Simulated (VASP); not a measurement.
Input of a VASP 6.6.1 run:

The input INCAR:

```
PREC = Accurate
ENCUT = 520
EDIFF = 1E-6
ISMEAR = 0
SIGMA = 0.03
LREAL = F
LASPH = T
NELM = 60
ALGO = Normal
ISIF = 2
LWAVE = F
LCHARG = F
GGA = CA
NBANDS = 16
```

KPOINTS

```
regular mesh
0
Gamma
  12 12 6
```

POSCAR

```
Si
1.0
    3.6879162095      0.0000000000      0.0000000000
   -1.8439581048      3.1938291245      0.0000000000
    0.0000000000      0.0000000000      6.2891202194
Si
4
Direct
    0.3333333333      0.6666666667      0.0630332926
    0.6666666667      0.3333333333      0.5630332926
    0.3333333333      0.6666666667      0.4369667074
    0.6666666667      0.3333333333      0.9369667074
```

Potentials or basis: VASP PAW LDA potentials, release 64 (Si).

Command:

```console
$ cat potpaw_LDA.64/Si/POTCAR > POTCAR
$ mpirun -np 1 vasp_std > vasp.out
```

Problem. What does it give for the band gap on the k mesh?

Solution. 0.26 eV (least direct gap 1.50 eV).

Problem. Estimate the pressure.

Solution. 6.9 GPa.

Forces in eV/Å, atoms in the order of the input:
```
Si   0.000  0.000  0.434
Si   0.000  0.000  0.434
Si   0.000  0.000 -0.434
Si   0.000  0.000 -0.434
```

Caveat: the cell differs from its parent crystal (strain -0.0300 x Voigt [1, 1, 0, 0, 0, 0]); the cell stands under pressure. A k mesh can miss the band edges.
